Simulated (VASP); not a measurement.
Ta2Bi2O:

```xyz
5
Lattice="-2.0500 2.0500 5.9000 2.0500 -2.0500 5.9000 2.0500 2.0500 -5.9000" Properties=species:S:1:pos:R:3 pbc="T T T"
Ta    0.0000    2.0500    0.0000
Ta    2.0500    0.0000    0.0000
Bi    0.0000    0.0000    9.7940
Bi    0.0000    0.0000    2.0060
O     0.0000    0.0000    5.9000
```

This cell differs from its parent crystal: atoms taken out.

| Property | Result |
| --- | --- |
| Program | VASP 6.6.1 |
| Task | relaxation of cell and atoms |
| Functional | PBE |
| Potentials or basis | VASP PAW PBE potentials, release 64 (Ta_pv, Bi_d, O) |
| Cutoff | 600 eV |
| k mesh | 4 × 4 × 4 |
| Occupations | gaussian, width 0.15 eV |
| Spin | no spin polarisation |

At the start: pressure 18.1 GPa; volume 19.84 Å³/atom.

Q: How do energy, volume and symmetry change on relaxing?

A: Over 14 steps the energy falls by 240.4 meV/atom and the volume is 25.10 Å³/atom (+26.5 %); space group I4/mmm (No. 139, to 0.1 Å) before and after.

Step by step:
```csv
step,energy change (eV),largest force (eV/Å),pressure (GPa),volume (Å³)
1,0.0000,1.9409,18.05,99.18
2,0.5537,1.5121,-14.88,134.79
3,-0.7410,0.0769,-1.37,112.71
4,-0.7427,0.0159,-0.80,112.15
5,-0.9186,0.5653,-0.06,112.88
6,-0.9455,0.8691,0.61,113.17
7,-1.0189,0.7532,0.44,114.77
8,-1.1597,0.3891,0.48,119.50
9,-1.1239,0.3256,2.62,128.62
10,-1.1926,0.0370,1.44,123.69
11,-1.0492,0.3679,-5.51,134.37
12,-1.2019,0.0395,-0.13,125.75
13,-1.2019,0.0386,-0.13,125.70
14,-1.2018,0.0285,0.06,125.48
```

Final structure:
```cif
data_structure
_symmetry_space_group_name_H-M 'P 1'
_symmetry_Int_Tables_number 1
_cell_length_a 7.9447
_cell_length_b 7.9447
_cell_length_c 7.9447
_cell_angle_alpha 149.942
_cell_angle_beta 149.942
_cell_angle_gamma 43.027
_cell_volume 125.48
loop_
_atom_site_label
_atom_site_type_symbol
_atom_site_fract_x
_atom_site_fract_y
_atom_site_fract_z
_atom_site_occupancy
Ta1 Ta 0.50000 0.00000 0.50000 1
Ta2 Ta 0.00000 0.50000 0.50000 1
Bi1 Bi 0.84632 0.84632 0.00000 1
Bi2 Bi 0.15368 0.15368 0.00000 1
O1 O 0.50000 0.50000 0.00000 1
```

Caveat: the k points lie up to 0.40 Å⁻¹ apart in the final cell, too coarse for converged energies and pressures of a metal; the cell differs from its parent crystal (atoms taken out); the volume moved by over 15 % at a fixed basis, so the end points are rough.
